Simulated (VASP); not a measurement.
Write the native input for VASP 6.6.1 that does the following.

```
Task                   : single point
Functional             : r2SCAN
Potentials or basis    : VASP PAW PBE potentials, release 64 (Al)
Cutoff                 : 520 eV
k mesh                 : 8 × 8 × 8
Occupations            : gaussian, width 0.1 eV
Spin                   : no spin polarisation
Dipole correction      : no
Further INCAR settings : ALGO = Normal; EDIFF = 1e-06; NBANDS = 8
```

Crystal: Al.

```
Al
1.0
     0.00000    2.02398    2.02398
     2.02398    0.00000    2.02398
     2.02398    2.02398    0.00000
Al
1
Direct
  0.00000 0.00000 0.00000
```

The input as run:

POSCAR

```
Al
1.0
    0.0000000000      2.0239800000      2.0239800000
    2.0239800000      0.0000000000      2.0239800000
    2.0239800000      2.0239800000      0.0000000000
Al
1
Direct
    0.0000000000      0.0000000000      0.0000000000
```

INCAR.step1

```
PREC = Accurate
ENCUT = 520
ISMEAR = 0
SIGMA = 0.1
LREAL = F
LASPH = T
NELM = 100
NBANDS = 8
GGA = PE
ALGO = Normal
EDIFF = 1E-4
LWAVE = T
LCHARG = F
```

INCAR.step2

```
PREC = Accurate
ENCUT = 520
EDIFF = 1E-6
ISMEAR = 0
SIGMA = 0.1
LREAL = F
LASPH = T
NELM = 100
ALGO = Normal
ISIF = 2
LWAVE = F
LCHARG = F
METAGGA = R2SCAN
LMIXTAU = T
NBANDS = 8
ISTART = 1
```

KPOINTS

```
Automatic mesh
0
Gamma
  8 8 8
```

Potentials or basis: VASP PAW PBE potentials, release 64 (Al).

The run is started by

```console
$ cat potpaw_PBE.64/Al/POTCAR > POTCAR
$ cp INCAR.step1 INCAR
$ mpirun -np 1 vasp_std > vasp.out
$ cp INCAR.step2 INCAR
$ mpirun -np 1 vasp_std > vasp.out
```

Results of the run:

```yaml
Pressure: -3.4 GPa
```

Caveat: the PAW data sets were made with another functional, which shifts forces and pressure a little.

It took 32 s on 1 thread of AMD EPYC 7R43 64-Core Processor (Zen 3), with other jobs on the host, peak memory 0.1 GiB.
